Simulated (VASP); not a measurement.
A run of VASP 6.6.1 is set up as follows.

The input INCAR:

```
  PREC = Accurate
  ENCUT = 520
  EDIFF = 1E-7
  ISMEAR = 0
  SIGMA = 0.1
  LREAL = Auto
  LASPH = T
  NELM = 100
  ALGO = Normal
  ISIF = 2
  LWAVE = F
  LCHARG = F
  GGA = PE
  NBANDS = 46
```

Contents of KPOINTS:

```
regular mesh
0
Gamma
  4 4 4
```

Contents of POSCAR:

```
BP
1.0
    6.1942146463      0.0000000000      0.0000000000
    0.0000000000      6.3501993408      0.0000000000
    0.0000000000      0.0000000000      5.6123016211
B P
8 8
Direct
    0.8377771405      0.1405231375      0.4249075625
    0.8377771405      0.8594768625      0.9249075625
    0.1622228595      0.8594768625      0.5750924375
    0.1622228595      0.1405231375      0.0750924375
    0.6622228595      0.3594768625      0.9249075625
    0.3377771405      0.6405231375      0.0750924375
    0.6622228595      0.6405231375      0.4249075625
    0.3377771405      0.3594768625      0.5750924375
    0.1631851742      0.8570339232      0.9294592690
    0.8368148258      0.1429660768      0.0705407310
    0.1631851742      0.1429660768      0.4294592690
    0.8368148258      0.8570339232      0.5705407310
    0.3368148258      0.6429660768      0.4294592690
    0.3368148258      0.3570339232      0.9294592690
    0.6631851742      0.3570339232      0.5705407310
    0.6631851742      0.6429660768      0.0705407310
```

Potentials or basis: VASP PAW PBE potentials, release 64 (B, P).

Run with:

```bash
$ cat potpaw_PBE.64/B/POTCAR potpaw_PBE.64/P/POTCAR > POTCAR
$ mpirun -np 1 vasp_std > vasp.out
```

(1) Predict the largest force.

(2) Estimate the band gap on the k mesh.

Results:

(1) 0.006 eV/Å.

(2) 1.27 eV (least direct gap 1.32 eV).
